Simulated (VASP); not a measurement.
A run of VASP 6.6.1:

INCAR

```
SYSTEM = La2Os
PREC = Accurate
ENCUT = 520
EDIFF = 1E-6
ISMEAR = 0
SIGMA = 0.1
LREAL = .FALSE.
LASPH = .TRUE.
NELM = 100
ALGO = Normal
ISIF = 2
LWAVE = .FALSE.
LCHARG = .FALSE.
GGA = PE
NBANDS = 39
```

File KPOINTS:

```
Automatic mesh
0
G
  8 8 8
  0 0 0
```

File POSCAR:

```
La2Os
1.0
    0.0000000000      4.2498669908      4.2498669908
    4.2498669908      0.0000000000      4.2498669908
    4.2498669908      4.2498669908      0.0000000000
La Os
4 2
Direct
    0.1250000000      0.1250000000      0.1250000000
    0.6250000000      0.1250000000      0.1250000000
    0.1250000000      0.1250000000      0.6250000000
    0.1250000000      0.6250000000      0.1250000000
    0.5000000000      0.5000000000      0.5000000000
    0.7500000000      0.7500000000      0.7500000000
```

Potentials or basis: VASP PAW PBE potentials, release 64 (La, Os).

The run is started by

```bash
$ cat potpaw_PBE.64/La/POTCAR potpaw_PBE.64/Os/POTCAR > POTCAR
$ mpirun -np 1 vasp_std > vasp.out
```

Hardware: 1 thread of Intel(R) Xeon(R) 6975P-C (Granite Rapids), with other jobs on the host.

**Question.** Estimate the wall time of this run.

**Answer.** Run time: 3.9 min on 1 thread of Intel(R) Xeon(R) 6975P-C (Granite Rapids), on a shared host, peak memory 0.41 GiB. Counts: scf iterations 21, k points 29.
